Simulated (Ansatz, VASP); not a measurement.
This is a calculation of MnO for VASP 6.6.1.

Contents of INCAR:

```
SYSTEM = MnO
PREC = Accurate
ENCUT = 600
EDIFF = 1E-6
ISMEAR = -1
SIGMA = 0.05
LREAL = .FALSE.
LASPH = .TRUE.
NELM = 150
ALGO = Normal
ISIF = 3
LWAVE = .FALSE.
LCHARG = .FALSE.
ISPIN = 2
MAGMOM = 4 0
LORBIT = 11
LMAXMIX = 4
GGA = RE
IBRION = 2
NSW = 80
EDIFFG = -0.01
```

Contents of KPOINTS:

```
Automatic mesh
0
G
  10 10 10
  0 0 0
```

Contents of POSCAR:

```
MnO
1.0
    0.0000000000      2.2239077028      2.2239077028
    2.2239077028      0.0000000000      2.2239077028
    2.2239077028      2.2239077028      0.0000000000
Mn O
1 1
Direct
    0.0000000000      0.0000000000      0.0000000000
    0.5000000000      0.5000000000      0.5000000000
```

Potentials or basis: VASP PAW PBE potentials, release 64 (Mn_pv, O).

Launch:

```console
$ cat potpaw_PBE.64/Mn_pv/POTCAR potpaw_PBE.64/O/POTCAR > POTCAR
$ mpirun -np 1 vasp_std > vasp.out
```

Set up the same calculation for Ansatz 0.2.0. Potentials there: all-electron LAPW, scalar-relativistic.

As run (the cutoff follows the program's own potentials):

Contents of input.yaml:

```yaml
crystal:
  lattice:
    - [0.0, 2.2239077028, 2.2239077028]
    - [2.2239077028, 0.0, 2.2239077028]
    - [2.2239077028, 2.2239077028, 0.0]
  atoms:
    - { symbol: Mn, position: [0.0, 0.0, 0.0], spin: 4.0 }
    - { symbol: O, position: [0.5, 0.5, 0.5] }
kpoints:
  mp_grid: { grid: [10, 10, 10] }
scf:
  occupations: { method: fermi_dirac, width: 0.05 }
hamiltonian:
  xc: revpbe
  pseudopotentials: { kind: all_electron, lapw: { basis_error: 0.001 } }
magnetization:
  spin_polarized: true
output:
  forces: true
  stress: true
relax:
  f_tol: 0.01
  max_steps: 60
  cell: {}
```

Potentials or basis: all-electron LAPW, scalar-relativistic.

Launch:

```sh
$ ansatz run input.yaml --threads 2 --pin off --max-ram 6144MiB --backend cpu --events-out ev --progress --plain --runs-dir out
```

Both were run:

|  | VASP | Ansatz | Ansatz less VASP |
| --- | --- | --- | --- |
| net moment per atom (μB) | 2.45 | 2.45 | +0.001 |
| size of the moment on the site where the two differ most (μB) | 4.43 | 4.40 | -0.028 |
| relaxed volume (Å³/atom) | 11.42 | 11.42 | -0.002 |
| relaxed cell length with the largest relative difference (Å) | 3.185 | 3.185 | -0.0001 |

VASP's potentials were made for PBE, not for revPBE. Site moments also hang on the region over which each program counts them. Ansatz ran all-electron here, and VASP with PAW potentials.
